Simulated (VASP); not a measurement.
A run of VASP 6.6.1 is set up as follows.

The input POSCAR:

```
TiO2
1.0
   -1.8921000000      1.8921000000      4.7573000000
    1.8921000000     -1.8921000000      4.7573000000
    1.8921000000      1.8921000000     -4.7573000000
Ti O
2 4
Direct
    0.0000000000      0.0000000000      0.0000000000
    0.7500000000      0.2500000000      0.5000000000
    0.2081573452      0.2081573452      0.0000000000
    0.9581573452      0.4581573452      0.5000000000
    0.5418426548      0.0418426548      0.5000000000
    0.7918426548      0.7918426548      0.0000000000
```

INCAR.step1

```
SYSTEM = TiO2
PREC     = Accurate       ! precision mode
ENCUT    = 520            ! plane-wave cutoff, eV
ISMEAR   = 0              ! smearing method
SIGMA    = 0.01           ! smearing width, eV
LREAL    = .False.        ! projectors in reciprocal space
LASPH    = .True.         ! aspherical terms in the spheres
NELM     = 100            ! most SCF steps
NBANDS   = 33             ! bands
GGA      = PE             ! functional
ALGO     = Normal         ! electronic algorithm
EDIFF    = 1E-4           ! SCF threshold, eV
LWAVE    = .True.         ! write WAVECAR
LCHARG   = .False.        ! write CHGCAR
```

INCAR.step2

```
SYSTEM = TiO2
PREC     = Accurate       ! precision mode
ENCUT    = 520            ! plane-wave cutoff, eV
EDIFF    = 1E-7           ! SCF threshold, eV
ISMEAR   = 0              ! smearing method
SIGMA    = 0.01           ! smearing width, eV
LREAL    = .False.        ! projectors in reciprocal space
LASPH    = .True.         ! aspherical terms in the spheres
NELM     = 100            ! most SCF steps
ALGO     = Normal         ! electronic algorithm
ISIF     = 2              ! what is computed and relaxed
LWAVE    = .False.        ! write WAVECAR
LCHARG   = .True.         ! write CHGCAR
METAGGA  = R2SCAN         ! meta-GGA
LMIXTAU  = .True.       
LELF     = .True.         ! ELF
LVHAR    = .True.       
NBANDS   = 33             ! bands
ISTART   = 1
```

Contents of KPOINTS:

```
Automatic mesh
0
Gamma
  6 6 6
  0 0 0
```

Potentials or basis: VASP PAW PBE potentials, release 64 (Ti_sv, O).

Run with:

```bash
$ cat potpaw_PBE.64/Ti_sv/POTCAR potpaw_PBE.64/O/POTCAR > POTCAR
$ cp INCAR.step1 INCAR
$ mpirun -np 1 vasp_std > vasp.out
$ cp INCAR.step2 INCAR
$ mpirun -np 1 vasp_std > vasp.out
```

Question: Estimate the band gap on the k mesh.

Answer: 2.57 eV (least direct gap 2.90 eV).

Question: Predict the largest force.

Answer: 0.029 eV/Å.

Question: Predict the pressure.

Answer: 1.7 GPa.

Stress tensor (GPa, compression positive):
```
1.50 0.00 0.00
0.00 1.50 0.00
0.00 0.00 2.16
```

Caveat: the PAW data sets were made with another functional, which shifts forces and pressure a little. r2SCAN opens gaps a little over a GGA but as a rule still falls short of measured ones.
